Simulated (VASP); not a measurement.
Sr:

```
CELL_PARAMETERS angstrom
-2.43500 2.43500 2.43500
2.43500 -2.43500 2.43500
2.43500 2.43500 -2.43500
ATOMIC_POSITIONS crystal
Sr 0.00000 0.00000 0.00000
```

This isn't the form of Sr at room conditions, which is fcc.

* Program: VASP 6.6.1
* Task: relaxation of cell and atoms
* Functional: PBEsol
* Potentials or basis: VASP PAW PBE potentials, release 64 (Sr_sv)
* Cutoff: 500 eV
* k mesh: 6 × 6 × 6
* Occupations: gaussian, width 0.05 eV
* Spin: no spin polarisation

At the start: pressure -1.4 GPa; volume 57.75 Å³/atom.

Problem. Where does the relaxation end?

Solution. Over 4 steps the energy falls by 34.6 meV/atom and the volume is 50.69 Å³/atom (-12.2 %); space group Im-3m (No. 229, to 0.1 Å) before and after.

The path:
```csv
step,energy change (eV),largest force (eV/Å),pressure (GPa),volume (Å³)
1,0.0000,0.0000,-1.41,57.75
2,-0.0281,0.0000,-0.69,53.60
3,-0.0344,0.0000,-0.12,51.16
4,-0.0346,0.0000,0.00,50.69
```

Final structure:
```cif
data_structure
_symmetry_space_group_name_H-M 'P 1'
_symmetry_Int_Tables_number 1
_cell_length_a 4.0382
_cell_length_b 4.0382
_cell_length_c 4.0382
_cell_angle_alpha 109.471
_cell_angle_beta 109.471
_cell_angle_gamma 109.471
_cell_volume 50.69
loop_
_atom_site_label
_atom_site_type_symbol
_atom_site_fract_x
_atom_site_fract_y
_atom_site_fract_z
_atom_site_occupancy
Sr1 Sr 0.00000 0.00000 0.00000 1
```

Caveat: the PAW data sets were made with another functional, which shifts forces and pressure a little.
